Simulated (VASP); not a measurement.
# BN (P6_3mc) in VASP: a series of runs

Runs on BN. Level: PBE. Tasks: single point.

Program: VASP 6.6.1. These are calculated values, not measurements. Logs are shortened: lines on timing, memory, paths and dates and some standing lists are left out, and cuts for length are marked.

### Step 1. The cell of the first run

Symmetry: P6_3mc, No. 186, hexagonal system. The conventional cell has a = 2.350 Å, b = 2.350 Å, c = 4.058 Å, α = 90.00°, β = 90.00°, γ = 120.00°. Within 1.9 Å of B (site symmetry 3m) lie 4 N at 1.45 to 1.52 Å. N (site symmetry 3m) has 4 B at 1.45 to 1.52 Å within 1.9 Å.

### Step 2. Single point, PBE (strain -0.080 along x and y, -0.040 along z)

INCAR

```
SYSTEM = BN
PREC = Accurate
ENCUT = 520
EDIFF = 1E-7
ISMEAR = 0
SIGMA = 0.05
LREAL = .FALSE.
LASPH = .TRUE.
NELM = 60
ALGO = Normal
ISIF = 2
LWAVE = .FALSE.
LCHARG = .FALSE.
GGA = PE
NBANDS = 16
```

KPOINTS

```
Automatic mesh
0
G
  12 12 6
  0 0 0
```

POSCAR

```
BN
1.0
    2.3496244336      0.0000000000      0.0000000000
   -1.1748122168      2.0348344488      0.0000000000
    0.0000000000      0.0000000000      4.0577808000
B N
2 2
Direct
    0.6666666667      0.3333333333      0.9997240000
    0.3333333333      0.6666666667      0.4997240000
    0.6666666667      0.3333333333      0.6252760000
    0.3333333333      0.6666666667      0.1252760000
```

Potentials or basis: VASP PAW PBE potentials, release 64 (B, N).

On the command line:

```
$ cat potpaw_PBE.64/B/POTCAR potpaw_PBE.64/N/POTCAR > POTCAR
$ mpirun -np 1 vasp_std > vasp.out
```

OUTCAR:

```text
SYSTEM = BN
   PREC = Accurate
   ENCUT = 520
   EDIFF = 1E-7
   ISMEAR = 0
   LREAL = .FALSE.
   LASPH = .TRUE.
   NELM = 60
   ISIF = 2
   GGA = PE

 ion  position               nearest neighbor table
   1  0.667  0.333  1.000-   4 1.45   4 1.45   4 1.45   3 1.52
   2  0.333  0.667  0.500-   3 1.45   3 1.45   3 1.45   4 1.52
   3  0.667  0.333  0.625-   2 1.45   2 1.45   2 1.45   1 1.52
   4  0.333  0.667  0.125-   1 1.45   1 1.45   1 1.45   2 1.52

  LATTYP: Found a hexagonal cell.
 ALAT       =     2.3496244336
 C/A-ratio  =     1.7269912340

  Lattice vectors:

 A1 = (   2.3496244336,   0.0000000000,   0.0000000000)
 A2 = (  -1.1748122168,   2.0348344488,   0.0000000000)
 A3 = (   0.0000000000,   0.0000000000,   4.0577808000)

Analysis of symmetry for initial positions (statically):
=====================================================================
 Subroutine PRICEL returns:
 Original cell was already a primitive cell.

 Routine SETGRP: Setting up the symmetry group for a
 hexagonal supercell.

 Subroutine GETGRP returns: Found 12 space group operations
 (whereof  6 operations were pure point group operations)
 out of a pool of 24 trial point group operations.

The static configuration has the point symmetry C_3v.
 The point group associated with its full space group is C_6v.

Analysis of symmetry for dynamics (positions and initial velocities):
=====================================================================
 Subroutine PRICEL returns:
 Original cell was already a primitive cell.

 Routine SETGRP: Setting up the symmetry group for a
 hexagonal supercell.

 Subroutine GETGRP returns: Found 12 space group operations
 (whereof  6 operations were pure point group operations)
 out of a pool of 24 trial point group operations.

The dynamic configuration has the point symmetry C_3v.
 The point group associated with its full space group is C_6v.

 Subroutine INISYM returns: Found 12 space group operations
 (whereof  6 operations are pure point group operations),
 and found     1 'primitive' translations

----------------------------------------------------------------------------------------

                                     Primitive cell

  volume of cell :      19.4006

  direct lattice vectors                    reciprocal lattice vectors
     2.349624434  0.000000000  0.000000000     0.425599932  0.245720236  0.000000000
[... 93 lines left out ...]
   NSW    =      0    number of steps for IOM
   IBRION =     -1    ionic relax: 0-MD 1-quasi-New 2-CG
   NFREE  =      0    steps in history (QN), initial steepest desc. (CG)
   ISIF   =      2    stress and relaxation
   ISYM   =      2    0-nonsym 1-usesym 2-fastsym
   POTIM  = 0.5000    time-step for ionic-motion
   TEBEG  =    0.0;   TEEND  =   0.0 temperature during run
   PSTRESS=    0.0 pullay stress
   NELECT =      16.0000    total number of electrons
   NUPDOWN=      -1.0000    fix difference up-down
   EMIN   =  10.00;   EMAX   =-10.00  energy-range for DOS
   EFERMI =   0.00;   METHOD = LEGACY
   ISMEAR =     0;   SIGMA  =   0.05  broadening in eV -4-tet -1-fermi 0-gaus
   EFERMI_NEDOS =   21; number of points for ismear=-14 and -15
   IALGO  =     38    algorithm
   IMIX   =      4    mixing-type and parameters
     AMIX     =   0.40;   BMIX     =  1.00
     AMIX_MAG =   1.60;   BMIX_MAG =  1.00
  volume/ion in A,a.u.               =       4.85        32.73
  Fermi-wavevector in a.u.,A,eV,Ry     =   1.535239  2.901182 32.068390  2.356960
  Thomas-Fermi vector in A             =   2.642056
   LORBIT       =      0    0 simple, 1 ext, 2 COOP (PROOUT), +10 PAW based schemes
   GGA     = PE    functional components
   LHFCALC =     F    Hartree Fock is set to
   AEXX    =    0.0000 exact exchange contribution
   IVDW    =     0    specifies the selected vdW correction
   LEPSILON=     F    determine dielectric tensor
   LRPA    =     F    only Hartree local field effects (RPA)
 non-spin polarized calculation
 Gauss-broadening in eV      SIGMA  =   0.05
  energy-cutoff  :      520.00
  volume of cell :       19.40
 maximum number of plane-waves:       549
 NGX is ok and might be reduce to    18
   NGX =  9   NGY =  9   NGZ = 15

 number of electron      15.9999996 magnetization

 Free energy of the ion-electron system (eV)
  ---------------------------------------------------
  ext. energy  EPLUGINS =         0.00000000
  ---------------------------------------------------
  free energy    TOTEN  =       -33.35940481 eV

  energy without entropy =      -33.35940481  energy(sigma->0) =      -33.35940481

 E-fermi :  10.5798     XC(G=0): -13.8152

 val. band max:       10.3187005688   @ k =   0.0000   0.0000   0.0000
 cond. band min:      14.8710061817   @ k =   0.3333   0.3333   0.0000
 fundamental gap:      4.5523056129
 Fermi energy:        10.5797554527

 k-point     1 :       0.0000    0.0000    0.0000
  band No.  band energies     occupation
      1     -12.6470      2.00000
      2      -7.9517      2.00000
      3      -2.8531      2.00000
      4       8.0890      2.00000
      5       8.0890      2.00000
      6       9.6658      2.00000
[... 433 lines left out ...]
      3      -0.0594      2.00000
      4       1.4930      2.00000
      5       3.2997      2.00000
      6       5.3201      2.00000
[... 8 lines left out ...]
     15      29.0117      0.00000
     16      29.5046      0.00000

 [... further k-points ...]

------------------------ aborting loop because EDIFF is reached ----------------------------------------

  FORCE on cell =-STRESS in cart. coord.  units (eV):
  Direction    XX          YY          ZZ          XY          YZ          ZX
  --------------------------------------------------------------------------------------
  -------------------------------------------------------------------------------------
  Total       16.5029692     16.5029692      8.5865551      0.0000000      0.0000000     -0.0000000
  in kB     1362.8766675   1362.8766674    709.1097031      0.0000000      0.0000000     -0.0000000
  external PRESSURE =    1144.9543460 kB  Pullay stress =       0.0000000 kB

 VOLUME and BASIS-vectors are now :
 -----------------------------------------------------------------------------
  energy-cutoff  :      520.00
  volume of cell :       19.40
      direct lattice vectors                 reciprocal lattice vectors
     2.349624434  0.000000000  0.000000000     0.425599932  0.245720236  0.000000000
    -1.174812217  2.034834449  0.000000000     0.000000000  0.491440471  0.000000000
     0.000000000  0.000000000  4.057780800     0.000000000  0.000000000  0.246440123

 POSITION                                       TOTAL-FORCE (eV/Angst)
 -----------------------------------------------------------------------------------
      1.17481      0.67828      4.05666         0.000000      0.000000     -0.669079
     -0.00000      1.35656      2.02777        -0.000000     -0.000000     -0.669079
      1.17481      0.67828      2.53723        -0.000000      0.000000      0.669079
     -0.00000      1.35656      0.50834        -0.000000     -0.000000      0.669079
 -----------------------------------------------------------------------------------
    total drift:                                0.000000      0.000000      0.000427

  FREE ENERGIE OF THE ION-ELECTRON SYSTEM (eV)
  ---------------------------------------------------
  free  energy   TOTEN  =       -33.3594048060 eV

  energy  without entropy=      -33.3594048060  energy(sigma->0) =      -33.35940481
```

stdout:

```text
POSCAR found type information on POSCAR B N
 POSCAR found :  2 types and       4 ions
 scaLAPACK will be used
 LDA part: xc-table for (Slater+PW92), standard interpolation
 POSCAR, INCAR and KPOINTS ok, starting setup
 FFT: planning ... GRIDC
 FFT: planning ... GRID_SOFT
 FFT: planning ... GRID
 WAVECAR not read
 entering main loop
```

It took 13 s on 1 thread of Intel Xeon Platinum 8488C (Sapphire Rapids), shared host; peak memory 0.13 GiB.

Results:

| Property | Result |
| --- | --- |
| Free energy | -33.3594 eV |
| Pressure | 114.5 GPa |
| Largest force | 0.669 eV/Å |
| Band gap on the k mesh | 4.55 eV, indirect (least direct gap 8.10 eV) |

Forces on the atoms (eV/Å):
```
B    0.000  0.000 -0.669
B    0.000  0.000 -0.669
N    0.000  0.000  0.669
N    0.000  0.000  0.669
```

Stress tensor (GPa, compression positive):
```
136.29   0.00   0.00
  0.00 136.29   0.00
  0.00   0.00  70.91
```

Caveat: the cell differs from its parent crystal (strain -0.080 along x and y, -0.040 along z). A k mesh can miss the band edges.

### Step 3. Single point, PBE (strain -0.080 along x and y, +0.000 along z)

INCAR

```
SYSTEM = BN
  PREC = Accurate
  ENCUT = 520
  EDIFF = 1E-7
  ISMEAR = 0
  SIGMA = 0.05
  LREAL = .False.
  LASPH = .True.
  NELM = 60
  ALGO = Normal
  ISIF = 2
  LWAVE = .False.
  LCHARG = .False.
  GGA = PE
  NBANDS = 16
```

KPOINTS

```
regular mesh
0
Gamma
  12 12 6
  0 0 0
```

Changes to POSCAR since step 2:

```diff
@@ -4,3 +4,3 @@
    -1.1748122168      2.0348344488      0.0000000000
-    0.0000000000      0.0000000000      4.0577808000
+    0.0000000000      0.0000000000      4.2268550000
 B N
```

Potentials or basis: VASP PAW PBE potentials, release 64 (B, N).

On the command line:

```
$ cat potpaw_PBE.64/B/POTCAR potpaw_PBE.64/N/POTCAR > POTCAR
$ mpirun -np 1 vasp_std > vasp.out
```

Run time: 14 s. Hardware: 1 thread of Intel Xeon Platinum 8488C (Sapphire Rapids), shared host; peak memory 0.13 GiB.

Results (log left out):

```yaml
Free_energy: -33.5652 eV
Pressure: 88.8 GPa
Largest_force: 0.675 eV/Å
Band_gap_on_the_k_mesh: 4.46 eV, indirect (least direct gap 6.44 eV)
```

Forces on the atoms (eV/Å):
```
B    0.000  0.000 -0.675
B    0.000  0.000 -0.675
N    0.000  0.000  0.675
N    0.000  0.000  0.675
```

Stress tensor (GPa, compression positive):
```
126.86   0.00   0.00
  0.00 126.86   0.00
  0.00   0.00  12.81
```

Levels at points of the mesh, in eV from the valence-band top:
```tsv
k point	band 5	band 6	band 7	band 8	band 9	band 10	band 11	band 12
(0.00, 0.00, 0.00)	-1.84	-0.99	0.00	0.00	6.44	9.83	9.83	13.15
(0.50, 0.00, 0.00)	-7.81	-5.39	-5.21	-2.85	7.58	8.04	11.98	12.12
(0.00, 0.00, 0.50)	-1.00	-1.00	-1.00	-1.00	11.32	11.32	11.32	11.32
(0.50, 0.00, 0.50)	-4.68	-4.68	-4.29	-4.29	6.48	6.48	10.85	10.85
```

Caveat: the cell differs from its parent crystal (strain -0.080 along x and y, +0.000 along z). A k mesh can miss the band edges.
